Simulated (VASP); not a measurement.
The system is Cu.

```
Cu
1.0
     0.00000    1.80750    1.80750
     1.80750    0.00000    1.80750
     1.80750    1.80750    0.00000
Cu
1
Direct
  0.00000 0.00000 0.00000
```

Base run:

- Program: VASP 6.6.1
- Functional: LDA
- Potentials or basis: VASP PAW LDA potentials, release 64 (Cu)
- Cutoff: 520 eV
- k mesh: 16 × 16 × 16
- Occupations: fermi-dirac, width 0.05 eV
- Spin: collinear spin
- Starting moments: [0.9] μB
- Fixed moment: 0.9 μB

Its results: pressure -1.6 GPa; site moments Cu +0.72 μB.

Q: The run is repeated on the same cell with these changes: fixed moment from 0.9 μB to 1.6 μB; moments at the start from [0.9] to [1.6]. What comes out?

A: Pressure 21.5 GPa; site moments Cu +1.29 μB.

Caveats: the total moment is fixed, so each spin has its own Fermi level; the cell stands under pressure (at least some runs).
